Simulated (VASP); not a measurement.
Wanted: the native input for a VASP 6.6.1 run.

```
Task                   : single point
Functional             : PBE
Dispersion             : D3(BJ)
Potentials or basis    : VASP PAW PBE potentials, release 64 (Sc_sv)
Cutoff                 : 520 eV
k mesh                 : 3 × 2 × 3
Occupations            : gaussian, width 0.05 eV
Spin                   : no spin polarisation
Dipole correction      : no
Further INCAR settings : ALGO = Normal; EDIFF = 1e-07; NBANDS = 84
```

The structure of Sc (a cell with a defect) lies in POSCAR:

```
Sc
1.0
    6.6200000000      0.0000000000      0.0000000000
   -4.9650000000      8.5996320000      0.0000000000
    0.0000000000      0.0000000000      5.2761400000
Sc
13
Direct
    0.0197998844      0.0182276404     -0.0089061321
    0.1675381729      0.2206482789      0.4984043259
   -0.0826736242      0.2863149260      0.0284835126
    0.1763103675      0.5633946894      0.4623451993
   -0.0051550898      0.6493922066     -0.0254394311
    0.1522430435      0.8837065353      0.4947179188
    0.4788039435     -0.0100632213      0.0112745302
    0.6575943640      0.2187179637      0.5327392753
    0.5144909246      0.2983556738      0.0268688852
    0.6728322461      0.5571104671      0.4750230282
    0.5772131593      0.7382117049     -0.0029572756
    0.6764190307      0.9017647499      0.5030541267
    0.3320720465      0.4555971697      0.9188935472
```

One way to write it, as run:

INCAR

```
PREC = Accurate
ENCUT = 520
EDIFF = 1E-7
ISMEAR = 0
SIGMA = 0.05
LREAL = F
LASPH = T
NELM = 80
ALGO = Normal
ISIF = 2
LWAVE = F
LCHARG = F
GGA = PE
IVDW = 12
NBANDS = 84
```

KPOINTS

```
regular mesh
0
Gamma
  3 2 3
```

Potentials or basis: VASP PAW PBE potentials, release 64 (Sc_sv).

Run with:

```sh
$ cat potpaw_PBE.64/Sc_sv/POTCAR > POTCAR
$ mpirun -np 1 vasp_std > vasp.out
```

Results of the run:

```
Pressure                   : 1.0 GPa
Largest force              : 0.154 eV/Å
Band gap on the k mesh     : zero (an odd number of electrons rules out a gap without spin polarisation)
Dispersion energy per atom : -0.415 eV
```

Caveat: the k points lie up to 0.40 Å⁻¹ apart, too coarse for converged energies and pressures of a metal.

Wall time 7.4 min on 1 thread of Intel(R) Xeon(R) Platinum 8375C CPU @ 2.90GHz (Ice Lake), with other jobs on the host, peak memory 0.44 GiB.
